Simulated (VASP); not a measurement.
Set up this calculation in VASP 6.6.1, as the native input.

```
Task                   : relaxation of cell and atoms
Functional             : PBE
Potentials or basis    : VASP PAW PBE potentials, release 64 (Mg, B)
Cutoff                 : 600 eV
k mesh                 : 24 × 24 × 20
Occupations            : gaussian, width 0.1 eV
Spin                   : no spin polarisation
Target pressure        : 10 GPa
Dipole correction      : no
Further INCAR settings : ALGO = Normal; EDIFF = 1e-07; IBRION = 2; EDIFFG = -0.003; NSW = 80; ISIF = 3
```

The structure of MgB2 lies in POSCAR:

```
MgB2
1.0
    3.0488863720      0.0000000000      0.0000000000
   -1.5244431860      2.6404130513      0.0000000000
    0.0000000000      0.0000000000      3.4696182828
Mg B
1 2
Direct
    0.0000000000      0.0000000000      0.0000000000
    0.3333333333      0.6666666667      0.5000000000
    0.6666666667      0.3333333333      0.5000000000
```

The input as run:

INCAR

```
  PREC = Accurate
  ENCUT = 600
  EDIFF = 1E-7
  ISMEAR = 0
  SIGMA = 0.1
  LREAL = False
  LASPH = True
  NELM = 60
  ALGO = Normal
  ISIF = 3
  LWAVE = False
  LCHARG = False
  GGA = PE
  IBRION = 2
  NSW = 80
  EDIFFG = -0.003
  PSTRESS = 100.0
```

KPOINTS

```
regular mesh
0
Gamma
  24 24 20
```

Potentials or basis: VASP PAW PBE potentials, release 64 (Mg, B).

Run with:

```console
$ cat potpaw_PBE.64/Mg/POTCAR potpaw_PBE.64/B/POTCAR > POTCAR
$ mpirun -np 1 vasp_std > vasp.out
```

Results of the run:

```yaml
Relaxed_volume: 9.03 Å³/atom
Relaxed_cell: a = 3.025 Å, b = 3.025 Å, c = 3.417 Å, α = 90.00°, β = 90.00°, γ = 120.00°
Space_group_after_relaxing_to_0.1_Å: P6/mmm (No. 191)
Energy_change_on_relaxing_the_run_minimises_the_enthalpy: +12.9 meV/atom
Ionic_steps: 5
Pressure_after_relaxing: 10.0 GPa
Band_gap_on_the_k_mesh: zero (bands 4 and 5 overlap by 4.06 eV)
```

Caveat: the cell is relaxed towards a set pressure, so the run minimises the enthalpy, not the energy.

It took 5.9 min on 1 thread of Intel Xeon 8259CL, on a shared host, peak memory 0.35 GiB.
